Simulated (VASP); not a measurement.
Crystal: Si2Sb.

```
Si Sb
1.0
     3.24363   -3.34634    0.00000
     3.24363    3.34634    0.00000
     0.00000    0.00000    6.78432
Si Sb
4 2
Direct
  0.83333 0.16667 0.25000
  0.16667 0.83333 0.25000
  0.83333 0.16667 0.75000
  0.16667 0.83333 0.75000
  0.00000 0.50000 0.00000
  0.50000 0.00000 0.50000
```

The cell was generated, and may not be a known phase.

```yaml
Program: VASP 6.6.1
Task: relaxation of cell and atoms
Functional: PBE
Potentials_or_basis: VASP PAW PBE potentials, release 64 (Si, Sb_d_GW)
Cutoff: 500 eV
k_mesh: 4 × 4 × 4
Occupations: gaussian, width 0.1 eV
Spin: no spin polarisation
```

At the start: pressure 16.9 GPa; volume 24.55 Å³/atom.

Question: Where does the relaxation end?

Answer: Over 31 steps the energy falls by 890.0 meV/atom and the volume is 21.14 Å³/atom (-13.9 %); space group Cccm (No. 66, to 0.1 Å) before, Fmmm (No. 69, to 0.1 Å).

Step by step:
| step | energy change (eV) | largest force (eV/Å) | pressure (GPa) | volume (Å³) |
| --- | --- | --- | --- | --- |
| 1 | 0.0000 | 0.0789 | 16.88 | 147.28 |
| 2 | -1.7554 | 0.4706 | -3.18 | 209.14 |
| 3 | -1.9465 | 0.2485 | 0.03 | 189.06 |
| 4 | -1.9483 | 0.2719 | -0.38 | 191.07 |
| 5 | -1.9482 | 0.2606 | -0.20 | 190.12 |
| 6 | -1.9782 | 0.2050 | 0.12 | 188.99 |
| 7 | -1.9782 | 0.2194 | 0.13 | 188.96 |
| 8 | -1.9975 | 0.2758 | -0.14 | 189.25 |
| 9 | -2.0498 | 0.4742 | -0.96 | 189.93 |
| 10 | -2.0831 | 0.9369 | -2.38 | 190.49 |
| 11 | -2.0833 | 0.7886 | -2.03 | 190.44 |
| 12 | -2.0858 | 0.7932 | -2.06 | 190.41 |
| 13 | -2.0935 | 0.8073 | -2.15 | 190.31 |
| 14 | -2.1090 | 0.8378 | -2.33 | 190.09 |
| 15 | -2.1390 | 0.8949 | -2.71 | 189.60 |
| 16 | -2.1817 | 0.9819 | -3.42 | 188.44 |
| 17 | -2.2414 | 0.9312 | -3.60 | 187.02 |
| 18 | -2.4148 | 0.7894 | -4.09 | 182.68 |
| 19 | -2.7337 | 0.6004 | -4.93 | 173.70 |
| 20 | -3.5531 | 0.8610 | -5.40 | 154.76 |
| 21 | -3.7481 | 2.8984 | 12.47 | 114.75 |
| 22 | -3.7492 | 1.5869 | -4.20 | 147.67 |
| 23 | -4.9273 | 1.2097 | -1.79 | 131.31 |
| 24 | -4.9567 | 0.2061 | 2.43 | 123.04 |
| 25 | -5.0381 | 0.7978 | 0.31 | 126.94 |
| 26 | -5.2431 | 0.3926 | 1.26 | 124.56 |
| 27 | -5.2468 | 0.2900 | 1.11 | 124.84 |
| 28 | -5.3303 | 0.0589 | 0.29 | 126.35 |
| 29 | -5.3393 | 0.0144 | -0.14 | 127.05 |
| 30 | -5.3393 | 0.0105 | -0.13 | 127.01 |
| 31 | -5.3397 | 0.0048 | 0.01 | 126.81 |

Final structure:
```
CELL_PARAMETERS angstrom
2.44685 -2.46358 0.00000
2.44685 2.46358 0.00000
0.00000 0.00000 10.51841
ATOMIC_POSITIONS crystal
Si 0.75008 0.24992 0.25000
Si 0.24992 0.75008 0.25000
Si 0.75008 0.24992 0.75000
Si 0.24992 0.75008 0.75000
Sb 0.00000 0.50000 0.00000
Sb 0.50000 0.00000 0.50000
```

Caveat: the highest band is partly filled, so the run has too few bands; a cell axis changed by over 15 % at a fixed basis, so the end point is rough.
